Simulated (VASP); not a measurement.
# CuI (Marshite) (F-43m) in VASP: single point with r2SCAN

Aim: the single point of CuI (Marshite) with r2SCAN.

Everything below comes from runs of VASP 6.6.1. Logs are shortened: lines on timing, memory, paths and dates and some standing lists are left out, and cuts for length are marked.

### 1 The cell of the first run

It takes space group F-43m (No. 216, cubic). Conventional cell: a = 6.023 Å, b = 6.023 Å, c = 6.023 Å, α = 90.00°, β = 90.00°, γ = 90.00°. Cu (site symmetry -43m) has 4 I at 2.61 Å within 3.4 Å. I (site symmetry -43m) has 4 Cu at 2.61 Å within 3.4 Å.

### 2 Single point, r2SCAN

File POSCAR:

```
CuI
1.0
    0.0000000000      3.0116922592      3.0116922592
    3.0116922592      0.0000000000      3.0116922592
    3.0116922592      3.0116922592      0.0000000000
Cu I
1 1
Direct
    0.7500000000      0.7500000000      0.7500000000
    0.0000000000      0.0000000000      0.0000000000
```

File INCAR.step1:

```
SYSTEM = CuI
PREC = Accurate
ENCUT = 520
ISMEAR = -1
SIGMA = 0.1
LREAL = .False.
LASPH = .True.
NELM = 100
NBANDS = 16
GGA = PE
ALGO = Normal
EDIFF = 1E-4
LWAVE = .True.
LCHARG = .False.
```

File INCAR.step2:

```
SYSTEM = CuI
PREC = Accurate
ENCUT = 520
EDIFF = 1E-7
ISMEAR = -1
SIGMA = 0.1
LREAL = .False.
LASPH = .True.
NELM = 100
ALGO = Normal
ISIF = 2
LWAVE = .False.
LCHARG = .False.
METAGGA = R2SCAN
LMIXTAU = .True.
NBANDS = 16
ISTART = 1
```

File KPOINTS:

```
regular mesh
0
Gamma
  14 14 14
  0 0 0
```

Potentials or basis: VASP PAW PBE potentials, release 64 (Cu, I).

Run with:

```bash
cat potpaw_PBE.64/Cu/POTCAR potpaw_PBE.64/I/POTCAR > POTCAR
cp INCAR.step1 INCAR
mpirun -np 1 vasp_std > vasp.out
cp INCAR.step2 INCAR
mpirun -np 1 vasp_std > vasp.out
```

OUTCAR:

```text
SYSTEM = CuI
   PREC = Accurate
   ENCUT = 520
   EDIFF = 1E-7
   ISMEAR = -1
   LREAL = .False.
   LASPH = .True.
   NELM = 100
   ISIF = 2
   METAGGA = R2SCAN
   ISTART = 1

 ion  position               nearest neighbor table
   1  0.750  0.750  0.750-   2 2.61   2 2.61   2 2.61   2 2.61
   2  0.000  0.000  0.000-   1 2.61   1 2.61   1 2.61   1 2.61

  LATTYP: Found a face centered cubic cell.
 ALAT       =     6.0233845184

  Lattice vectors:

 A1 = (   0.0000000000,   3.0116922592,   3.0116922592)
 A2 = (   3.0116922592,   0.0000000000,   3.0116922592)
 A3 = (   3.0116922592,   3.0116922592,   0.0000000000)

Analysis of symmetry for initial positions (statically):
=====================================================================
 Subroutine PRICEL returns:
 Original cell was already a primitive cell.

 Routine SETGRP: Setting up the symmetry group for a
 face centered cubic supercell.

 Subroutine GETGRP returns: Found 24 space group operations
 (whereof 24 operations were pure point group operations)
 out of a pool of 48 trial point group operations.

The static configuration has the point symmetry T_d .

Analysis of symmetry for dynamics (positions and initial velocities):
=====================================================================
 Subroutine PRICEL returns:
 Original cell was already a primitive cell.

 Routine SETGRP: Setting up the symmetry group for a
 face centered cubic supercell.

 Subroutine GETGRP returns: Found 24 space group operations
 (whereof 24 operations were pure point group operations)
 out of a pool of 48 trial point group operations.

The dynamic configuration has the point symmetry T_d .

 Subroutine INISYM returns: Found 24 space group operations
 (whereof 24 operations are pure point group operations),
 and found     1 'primitive' translations

----------------------------------------------------------------------------------------

                                     Primitive cell

  volume of cell :      54.6338

  direct lattice vectors                    reciprocal lattice vectors
     0.000000000  3.011692259  3.011692259    -0.166019619  0.166019619  0.166019619
     3.011692259  0.000000000  3.011692259     0.166019619 -0.166019619  0.166019619
     3.011692259  3.011692259  0.000000000     0.166019619  0.166019619 -0.166019619

  length of vectors
     4.259176039  4.259176039  4.259176039     0.287554414  0.287554414  0.287554414

  position of ions in fractional coordinates (direct lattice)
     0.750000000  0.750000000  0.750000000
     0.000000000  0.000000000  0.000000000

  ion indices of the primitive-cell ions
   primitive index   ion index
                 1           1
                 2           2

----------------------------------------------------------------------------------------

 KPOINTS: regular mesh

Automatic generation of k-mesh.
 Grid dimensions read from file:
 generate k-points for:   14   14   14

 Generating k-lattice:

  Cartesian coordinates                     Fractional coordinates (reciprocal lattice)
    -0.011858544  0.011858544  0.011858544     0.071428571  0.000000000  0.000000000
     0.011858544 -0.011858544  0.011858544     0.000000000  0.071428571  0.000000000
     0.011858544  0.011858544 -0.011858544     0.000000000  0.000000000  0.071428571

  Length of vectors
     0.020539601  0.020539601  0.020539601

  Shift w.r.t. Gamma in fractional coordinates (k-lattice)
     0.000000000  0.000000000  0.000000000

 Subroutine IBZKPT returns following result:
 ===========================================

 Found    104 irreducible k-points:

 Following reciprocal coordinates:
            Coordinates               Weight
  0.000000  0.000000  0.000000      1.000000
  0.071429  0.000000  0.000000      8.000000
  0.142857  0.000000  0.000000      8.000000
  0.214286  0.000000  0.000000      8.000000
  0.285714  0.000000  0.000000      8.000000
  0.357143  0.000000  0.000000      8.000000
[... 16 lines left out ...]
  0.214286  0.142857  0.000000     24.000000
  0.285714  0.142857  0.000000     24.000000
 [... further k-points ...]
   k-points           NKPTS =    104   k-points in BZ     NKDIM =    104   number of bands    NBANDS=     16
   number of dos      NEDOS =    301   number of ions     NIONS =      2
   total plane-waves  NPLWV =  32768
   dimension x,y,z NGX =    32 NGY =   32 NGZ =   32
   dimension x,y,z NGXF=    64 NGYF=   64 NGZF=   64
   ions per type =               1   1
   NGX,Y,Z   is equivalent  to a cutoff of  12.49, 12.49, 12.49 a.u.
   NGXF,Y,Z  is equivalent  to a cutoff of  24.98, 24.98, 24.98 a.u.
 SYSTEM =  CuI
   PREC   = accura    normal or accurate (medium, high low for compatibility)
   ISTART =      1    job   : 0-new  1-cont  2-samecut
   ICHARG =      0    charge: 1-file 2-atom 10-const
   ISPIN  =      1    spin polarized calculation?
   LNONCOLLINEAR =      F non collinear calculations
   LSORBIT =      F    spin-orbit coupling
   LASPH  =      T    aspherical Exc in radial PAW
   ENCUT  =  520.0 eV  38.22 Ry    6.18 a.u.   7.92  7.92  7.92*2*pi/ulx,y,z
   NELM   =    100;   NELMIN=  2; NELMDL=  0     # of ELM steps
   EDIFF  = 0.1E-06   stopping-criterion for ELM
   LREAL  =      F    real-space projection
   EDIFFG = 0.1E-05   stopping-criterion for IOM
   NSW    =      0    number of steps for IOM
   IBRION =     -1    ionic relax: 0-MD 1-quasi-New 2-CG
   NFREE  =      0    steps in history (QN), initial steepest desc. (CG)
   ISIF   =      2    stress and relaxation
   ISYM   =      2    0-nonsym 1-usesym 2-fastsym
   POTIM  = 0.5000    time-step for ionic-motion
   TEBEG  =    0.0;   TEEND  =   0.0 temperature during run
   PSTRESS=    0.0 pullay stress
   NELECT =      18.0000    total number of electrons
   NUPDOWN=      -1.0000    fix difference up-down
   EMIN   =  10.00;   EMAX   =-10.00  energy-range for DOS
   EFERMI =   0.00;   METHOD = LEGACY
   ISMEAR =    -1;   SIGMA  =   0.10  broadening in eV -4-tet -1-fermi 0-gaus
   EFERMI_NEDOS =   21; number of points for ismear=-14 and -15
   IALGO  =     38    algorithm
   IMIX   =      4    mixing-type and parameters
     AMIX     =   0.40;   BMIX     =  1.00
     AMIX_MAG =   1.60;   BMIX_MAG =  1.00
  volume/ion in A,a.u.               =      27.32       184.34
  Fermi-wavevector in a.u.,A,eV,Ry     =   1.130694  2.136702 17.394625  1.278469
  Thomas-Fermi vector in A             =   2.267391
   LORBIT       =      0    0 simple, 1 ext, 2 COOP (PROOUT), +10 PAW based schemes
   METAGGA = R2SCAN    functional components
   LHFCALC =     F    Hartree Fock is set to
   AEXX    =    0.0000 exact exchange contribution
   IVDW    =     0    specifies the selected vdW correction
   LEPSILON=     F    determine dielectric tensor
   LRPA    =     F    only Hartree local field effects (RPA)
 non-spin polarized calculation
  energy-cutoff  :      520.00
  volume of cell :       54.63
 maximum number of plane-waves:      1486
   NGX = 15   NGY = 15   NGZ = 15

 number of electron      18.0000016 magnetization

 Free energy of the ion-electron system (eV)
  ---------------------------------------------------
  ext. energy  EPLUGINS =         0.00000000
  ---------------------------------------------------
  free energy    TOTEN  =       -35.79565592 eV

  energy without entropy =      -35.79565251  energy(sigma->0) =      -35.79565421

 E-fermi :   5.4855     XC(G=0):  -9.5470

 val. band max:        4.4732913192   @ k =   0.0000   0.0000   0.0000
 cond. band min:       6.1460463885   @ k =   0.0000   0.0000   0.0000
 fundamental gap:      1.6727550694
 Fermi energy:         5.4854634426

 k-point     1 :       0.0000    0.0000    0.0000
  band No.  band energies     occupation
      1     -10.1588      2.00000
      2       0.5829      2.00000
      3       0.5829      2.00000
      4       0.5829      2.00000
      5       2.5561      2.00000
      6       2.5561      2.00000
[... 8 lines left out ...]
     15      14.5048      0.00000
     16      14.5048      0.00000

 k-point     2 :       0.0714    0.0000    0.0000
  band No.  band energies     occupation
      1     -10.1322      2.00000
      2       0.4819      2.00000
      3       0.5848      2.00000
      4       0.5849      2.00000
      5       2.5536      2.00000
      6       2.5536      2.00000
[... 8 lines left out ...]
     15      14.1636      0.00000
     16      14.1636      0.00000

 k-point     3 :       0.1429    0.0000    0.0000
  band No.  band energies     occupation
      1     -10.0560      2.00000
      2       0.1975      2.00000
      3       0.5900      2.00000
      4       0.5901      2.00000
      5       2.5482      2.00000
      6       2.5482      2.00000
[... 8 lines left out ...]
     15      13.7196      0.00000
     16      14.0555      0.00000

 k-point     4 :       0.2143    0.0000    0.0000
  band No.  band energies     occupation
      1      -9.9412      2.00000
      2      -0.2138      2.00000
      3       0.5963      2.00000
      4       0.5963      2.00000
      5       2.5451      2.00000
      6       2.5451      2.00000
[... 8 lines left out ...]
     15      13.5493      0.00000
     16      13.9892      0.00000

 k-point     5 :       0.2857    0.0000    0.0000
  band No.  band energies     occupation
      1      -9.8064      2.00000
      2      -0.6665      2.00000
      3       0.6014      2.00000
      4       0.6015      2.00000
      5       2.5495      2.00000
      6       2.5496      2.00000
[... 8 lines left out ...]
     15      13.7855      0.00000
     16      13.7855      0.00000

 k-point     6 :       0.3571    0.0000    0.0000
  band No.  band energies     occupation
      1      -9.6773      2.00000
      2      -1.0695      2.00000
      3       0.6043      2.00000
      4       0.6044      2.00000
      5       2.5624      2.00000
      6       2.5625      2.00000
[... 8 lines left out ...]
     15      14.4099      0.00000
     16      14.4099      0.00000

 k-point     7 :       0.4286    0.0000    0.0000
  band No.  band energies     occupation
      1      -9.5833      2.00000
      2      -1.3461      2.00000
      3       0.6053      2.00000
      4       0.6054      2.00000
      5       2.5776      2.00000
      6       2.5778      2.00000
[... 8 lines left out ...]
     15      15.2777      0.00000
     16      15.2778      0.00000

 k-point     8 :       0.5000    0.0000    0.0000
  band No.  band energies     occupation
      1      -9.5486      2.00000
      2      -1.4445      2.00000
      3       0.6055      2.00000
      4       0.6055      2.00000
      5       2.5846      2.00000
      6       2.5847      2.00000
[... 8 lines left out ...]
     15      15.9179      0.00000
     16      15.9180      0.00000

 k-point     9 :       0.0714    0.0714    0.0000
  band No.  band energies     occupation
      1     -10.1233      2.00000
      2       0.4683      2.00000
      3       0.5763      2.00000
      4       0.5763      2.00000
      5       2.5445      2.00000
      6       2.5607      2.00000
[... 8 lines left out ...]
     15      13.7690      0.00000
     16      14.5578      0.00000
[... 172 lines left out ...]
 k-point    19 :      -0.2143    0.0714    0.0000
  band No.  band energies     occupation
      1      -9.8779      2.00000
      2      -0.3789      2.00000
      3       0.5316      2.00000
      4       0.6172      2.00000
      5       2.5251      2.00000
      6       2.5638      2.00000
[... 8 lines left out ...]
     15      13.8631      0.00000
     16      14.5535      0.00000

 k-point    20 :      -0.1429    0.0714    0.0000
  band No.  band energies     occupation
      1      -9.9998      2.00000
      2       0.0286      2.00000
      3       0.5461      2.00000
      4       0.6085      2.00000
      5       2.5305      2.00000
      6       2.5597      2.00000
[... 8 lines left out ...]
     15      13.7773      0.00000
     16      14.5804      0.00000

 k-point    21 :      -0.0714    0.0714    0.0000
  band No.  band energies     occupation
      1     -10.0891      2.00000
      2       0.3352      2.00000
      3       0.5652      2.00000
      4       0.5965      2.00000
      5       2.5422      2.00000
      6       2.5579      2.00000
[... 8 lines left out ...]
     15      13.8348      0.00000
     16      14.1559      0.00000

 k-point    22 :       0.1429    0.1429    0.0000
  band No.  band energies     occupation
      1     -10.0216      2.00000
      2       0.1585      2.00000
      3       0.5579      2.00000
      4       0.5580      2.00000
      5       2.5131      2.00000
      6       2.5737      2.00000
[... 8 lines left out ...]
     15      14.6853      0.00000
     16      14.7159      0.00000

 k-point    23 :       0.2143    0.1429    0.0000
  band No.  band energies     occupation
      1      -9.9359      2.00000
      2      -0.1025      2.00000
      3       0.5467      2.00000
      4       0.5494      2.00000
      5       2.4963      2.00000
      6       2.5806      2.00000
[... 8 lines left out ...]
     15      14.6704      0.00000
     16      15.2963      0.00000

 k-point    24 :       0.2857    0.1429    0.0000
  band No.  band energies     occupation
      1      -9.8197      2.00000
      2      -0.4507      2.00000
      3       0.5183      2.00000
      4       0.5472      2.00000
      5       2.4897      2.00000
      6       2.5870      2.00000
[... 8 lines left out ...]
     15      14.7303      0.00000
     16      15.2746      0.00000

 [... further k-points ...]
[... 5 lines left out ...]
  --------------------------------------------------------------------------------------
  -------------------------------------------------------------------------------------
  Total       -0.0154878     -0.0154878     -0.0154878      0.0000000      0.0000000      0.0000000
  in kB       -0.4541920     -0.4541920     -0.4541920      0.0000000      0.0000000      0.0000000
  external PRESSURE =      -0.4541920 kB  Pullay stress =       0.0000000 kB

 VOLUME and BASIS-vectors are now :
 -----------------------------------------------------------------------------
  energy-cutoff  :      520.00
  volume of cell :       54.63
      direct lattice vectors                 reciprocal lattice vectors
     0.000000000  3.011692259  3.011692259    -0.166019619  0.166019619  0.166019619
     3.011692259  0.000000000  3.011692259     0.166019619 -0.166019619  0.166019619
     3.011692259  3.011692259  0.000000000     0.166019619  0.166019619 -0.166019619

 POSITION                                       TOTAL-FORCE (eV/Angst)
 -----------------------------------------------------------------------------------
      4.51754      4.51754      4.51754         0.000000      0.000000     -0.000000
      0.00000      0.00000      0.00000        -0.000000     -0.000000      0.000000
 -----------------------------------------------------------------------------------
    total drift:                                0.000010      0.000010      0.000010

  FREE ENERGIE OF THE ION-ELECTRON SYSTEM (eV)
  ---------------------------------------------------
  free  energy   TOTEN  =       -35.7956559159 eV

  energy  without entropy=      -35.7956525106  energy(sigma->0) =      -35.79565421
```

Run time: 11 min. Hardware: 1 thread of Oxide Virtual Turin-like, shared host; peak memory 0.22 GiB.

Results:

| Quantity | Value |
| --- | --- |
| Free energy | -35.7957 eV |
| Pressure | 0.0 GPa |
| Band gap on the k mesh | 1.67 eV, direct |

Caveat: the PAW data sets were made with another functional, which shifts forces and pressure a little; spin-orbit coupling is left out, which moves the levels of the heavy elements. A k mesh can miss the band edges.
